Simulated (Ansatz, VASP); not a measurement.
**Al in VASP and in Ansatz**

Contents of INCAR:

```
SYSTEM = Al
PREC = Accurate
ENCUT = 500
EDIFF = 1E-6
ISMEAR = -1
SIGMA = 0.1
LREAL = .FALSE.
LASPH = .TRUE.
NELM = 120
ALGO = Normal
ISIF = 2
LWAVE = .FALSE.
LCHARG = .FALSE.
GGA = PE
NBANDS = 8
GGA_COMPAT = .FALSE.
```

Contents of KPOINTS:

```
regular mesh
0
G
  10 10 10
  0 0 0
```

File POSCAR:

```
Al
1.0
    0.0000000000      2.0206500000      2.0206500000
    2.0206500000      0.0000000000      2.0206500000
    2.0206500000      2.0206500000      0.0000000000
Al
1
Direct
    0.0000000000      0.0000000000      0.0000000000
```

Input for Ansatz:

```yaml
crystal:
  lattice:
    - [0.0, 2.02065, 2.02065]
    - [2.02065, 0.0, 2.02065]
    - [2.02065, 2.02065, 0.0]
  atoms:
    - { symbol: Al, position: [0.0, 0.0, 0.0] }
hamiltonian:
  xc: pbe
  pseudopotentials: { kind: paw }
basis:
  ecutwfc: 420
kpoints:
  mp_grid: { grid: [10, 10, 10] }
scf:
  occupations: { method: fermi_dirac, width: 0.1 }
  lower_state_search: "off"
  algorithm: density_mixing
  max_iter: 80
  mixing: { algorithm: anderson, ndim: 4, beta: 0.5, preconditioner: none }
output:
  forces: true
  stress: true
```

Alike in both runs: task single point; functional PBE; k mesh 10 × 10 × 10; occupations fermi-dirac, width 0.1 eV; no spin polarisation.

|  | VASP | Ansatz |
| --- | --- | --- |
| version | VASP 6.6.1 | Ansatz 0.2.0 |
| potentials or method | VASP PAW PBE potentials, release 64 (Al), cutoff 500 eV | PAW, plane waves, scalar-relativistic |
| valence electrons in the cell | 3 | 3 |

```csv
,VASP,Ansatz,Ansatz less VASP
pressure (GPa),0.0,0.0,+0.04
```
